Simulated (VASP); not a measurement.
Write the native input for VASP 6.6.1 that does the following.

```yaml
Task: single point
Functional: r2SCAN
Potentials_or_basis: VASP PAW PBE potentials, release 64 (Si, Ge_d)
Cutoff: 520 eV
k_mesh: 12 × 12 × 4
Occupations: gaussian, width 0.02 eV
Spin: no spin polarisation
Dipole_correction: no
Further_INCAR_settings: ALGO = Normal; EDIFF = 1e-07; NBANDS = 26
```

SiGe:

```
Si Ge
1.0
     3.94342    0.00000    0.00000
    -1.97171    3.41510    0.00000
     0.00000    0.00000    6.43816
Si Ge
2 2
Direct
  0.66667 0.33333 0.87521
  0.33333 0.66667 0.37521
  0.66667 0.33333 0.49979
  0.33333 0.66667 0.99979
```

These files were run (other wordings do the same):

POSCAR

```
SiGe
1.0
    3.9434214203      0.0000000000      0.0000000000
   -1.9717107102      3.4151031278      0.0000000000
    0.0000000000      0.0000000000      6.4381568674
Si Ge
2 2
Direct
    0.6666666667      0.3333333333      0.8752128676
    0.3333333333      0.6666666667      0.3752128676
    0.6666666667      0.3333333333      0.4997861324
    0.3333333333      0.6666666667     -0.0002138676
```

INCAR.step1

```
SYSTEM = SiGe
ALGO = Normal
EDIFF = 1E-4
ENCUT = 520
GGA = PE
ISMEAR = 0
LASPH = .TRUE.
LCHARG = .FALSE.
LREAL = .FALSE.
LWAVE = .TRUE.
NBANDS = 26
NELM = 60
PREC = Accurate
SIGMA = 0.02
```

INCAR.step2

```
SYSTEM = SiGe
ALGO = Normal
EDIFF = 1E-7
ENCUT = 520
ISIF = 2
ISMEAR = 0
ISTART = 1
LASPH = .TRUE.
LCHARG = .FALSE.
LMIXTAU = .TRUE.
LREAL = .FALSE.
LWAVE = .FALSE.
METAGGA = R2SCAN
NBANDS = 26
NELM = 60
PREC = Accurate
SIGMA = 0.02
```

KPOINTS

```
k-points
0
G
  12 12 4
  0 0 0
```

Potentials or basis: VASP PAW PBE potentials, release 64 (Si, Ge_d).

The run is started by

```console
$ cat potpaw_PBE.64/Si/POTCAR potpaw_PBE.64/Ge_d/POTCAR > POTCAR
$ cp INCAR.step1 INCAR
$ mpirun -np 1 vasp_std > vasp.out
$ cp INCAR.step2 INCAR
$ mpirun -np 1 vasp_std > vasp.out
```

Results of the run:

| Quantity | Value |
| --- | --- |
| Pressure | -1.4 GPa |
| Band gap on the k mesh | 0.59 eV |

Caveat: semilocal functionals underestimate gaps, and a narrow one can read as zero; the PAW data sets were made with another functional, which shifts forces and pressure a little.

It took 8.5 min on 1 thread of AMD EPYC 7R43 64-Core Processor (Zen 3) (shared host), peak memory 0.24 GiB.
